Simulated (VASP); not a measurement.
Input of a VASP 6.6.1 run:

The input POSCAR:

```
LiH
1.0
    0.0100116364      2.0073330944      2.0073330944
    2.0073330944      0.0100116364      2.0073330944
    2.0073330944      2.0073330944      0.0100116364
Li H
1 1
Direct
    0.0000000000      0.0000000000      0.0000000000
    0.5000000000      0.5000000000      0.5000000000
```

Contents of INCAR.step1:

```
SYSTEM = LiH
PREC = Accurate ; ENCUT = 830
ISMEAR = 0 ; SIGMA = 0.01
LREAL = .FALSE. ; LASPH = .TRUE.
NELM = 120 ; NBANDS = 9
GGA = PE ; ALGO = Normal
EDIFF = 1E-5 ; LWAVE = .TRUE.
LCHARG = .FALSE. ; GGA_COMPAT = .FALSE.
```

The input INCAR.step2:

```
SYSTEM = LiH
PREC = Accurate ; ENCUT = 830
EDIFF = 1E-6 ; ISMEAR = 0
SIGMA = 0.01 ; LREAL = .FALSE.
LASPH = .TRUE. ; NELM = 120
ALGO = Normal ; ISIF = 2
LWAVE = .FALSE. ; LCHARG = .FALSE.
METAGGA = R2SCAN ; LMIXTAU = .TRUE.
NBANDS = 9 ; ISTART = 1
GGA_COMPAT = .FALSE.
```

File KPOINTS:

```
regular mesh
0
G
  10 10 10
  0 0 0
```

Potentials or basis: VASP PAW PBE potentials, release 64 (Li_sv, H).

The run is started by

```bash
$ cat potpaw_PBE.64/Li_sv/POTCAR potpaw_PBE.64/H/POTCAR > POTCAR
$ cp INCAR.step1 INCAR
$ mpirun -np 1 vasp_std > vasp.out
$ cp INCAR.step2 INCAR
$ mpirun -np 1 vasp_std > vasp.out
```

Problem. What does it give for the pressure?

Solution. 0.0 GPa.

Problem. Predict the band gap on the k mesh.

Solution. 3.58 eV.

Stress tensor (GPa, compression positive):
```
-0.02 -0.23 -0.23
-0.23 -0.02 -0.23
-0.23 -0.23 -0.02
```

Caveat: the cell differs from its parent crystal (equal xy, yz and zx engineering shears of +0.5 %); the PAW data sets were made with another functional, which shifts forces and pressure a little. A k mesh can miss the band edges.
